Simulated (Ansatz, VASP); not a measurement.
# TaSiO4 in VASP and in Ansatz

```
Ta Si O
1.0
     5.53752    0.00000    0.00000
    -2.76876    4.79563    0.00000
     0.00000    0.00000    2.52510
Ta Si O
1 1 4
Direct
  0.00000 0.00000 0.00000
  0.33333 0.66667 0.00000
  0.66667 0.33333 0.00000
  0.06157 0.53079 0.50000
  0.46921 0.53079 0.50000
  0.46921 0.93843 0.50000
```

Change from the starting cell: species swapped into the TbCuNi4 type (P-6m2, No. 187).

Alike in both runs: functional PBE; k mesh 6 × 6 × 6; occupations gaussian, width 0.1 eV; no spin polarisation.

Ansatz relaxed the structure, and its values are those at the end. VASP's run is a single point on that final structure, the one shown.

|  | VASP | Ansatz |
| --- | --- | --- |
| version | VASP 6.6.1 | Ansatz 0.2.0 |
| potentials or method | VASP PAW PBE potentials, release 64 (Ta_sv_GW, Si, O), cutoff 600 eV | scalar-relativistic, plane waves, PAW |
| valence electrons in the cell | 41 | 41 |

```csv
,VASP,Ansatz,Ansatz less VASP
gap on the k mesh at the Fermi level (eV),none,none,-
pressure (GPa),0.0,0.2,+0.15
rms of the force components (eV/Å),0.018,0.000,-0.0179
```

A gap of «none» marks a metal or a gap that the smearing closes. With one functional, cell and mesh, what is left measures potentials, basis and numerics.

The k mesh is coarse, so the values compare programs but aren't converged. Neither program's run includes spin-orbit coupling.
